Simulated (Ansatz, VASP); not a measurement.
# BeS in VASP and in Ansatz

File INCAR:

```
SYSTEM = BeS
ALGO     = Normal         ! electronic algorithm
EDIFF    = 1E-6           ! SCF threshold, eV
ENCUT    = 600            ! plane-wave cutoff, eV
GGA      = PE             ! functional
GGA_COMPAT= .FALSE.      
ISIF     = 2              ! what is computed and relaxed
ISMEAR   = 0              ! smearing method
LASPH    = .TRUE.         ! aspherical terms in the spheres
LCHARG   = .FALSE.        ! write CHGCAR
LREAL    = .FALSE.        ! projectors in reciprocal space
LWAVE    = .FALSE.        ! write WAVECAR
NBANDS   = 11             ! bands
NELM     = 120            ! most SCF steps
PREC     = Accurate       ! precision mode
SIGMA    = 0.1            ! smearing width, eV
```

KPOINTS

```
k-points
0
G
  8 8 8
  0 0 0
```

POSCAR

```
BeS
1.0
    0.0000000000      2.4351516489      2.4351516489
    2.4351516489      0.0000000000      2.4351516489
    2.4351516489      2.4351516489      0.0000000000
Be S
1 1
Direct
    0.0090000000      0.8440000000      0.3330000000
    0.7590000000      1.5940000000      1.0830000000
```

Input for Ansatz:

```yaml
crystal:
  lattice:
    - [0.0, 2.4351516489, 2.4351516489]
    - [2.4351516489, 0.0, 2.4351516489]
    - [2.4351516489, 2.4351516489, 0.0]
  atoms:
    - { symbol: Be, position: [0.009, 0.844, 0.333] }
    - { symbol: S, position: [0.759, 1.594, 1.083] }
basis:
  ecutwfc: 420
kpoints:
  mp_grid: { grid: [8, 8, 8] }
hamiltonian:
  xc: pbe
scf:
  occupations: { method: gaussian, width: 0.1 }
  max_iter: 76
output:
  forces: true
  stress: true
  eigenvalues: true
```

Alike in both runs: task single point; functional PBE; k mesh 8 × 8 × 8; occupations gaussian, width 0.1 eV; no spin polarisation.

|  | VASP | Ansatz |
| --- | --- | --- |
| version | VASP 6.6.1 | Ansatz 0.2.0 |
| potentials or method | VASP PAW PBE potentials, release 64 (Be, S), cutoff 600 eV | scalar-relativistic, plane waves, PAW |
| valence electrons in the cell | 8 | 8 |

Ansatz gave:

- gap on the k mesh at the Fermi level (eV): 3.14
- least direct gap on the mesh (eV): 5.66
- pressure (GPa): 0.3

**Question.** What did VASP give for the same quantities?

**Answer.** gap on the k mesh at the Fermi level (eV): 3.14; least direct gap on the mesh (eV): 5.67; pressure (GPa): 0.4.
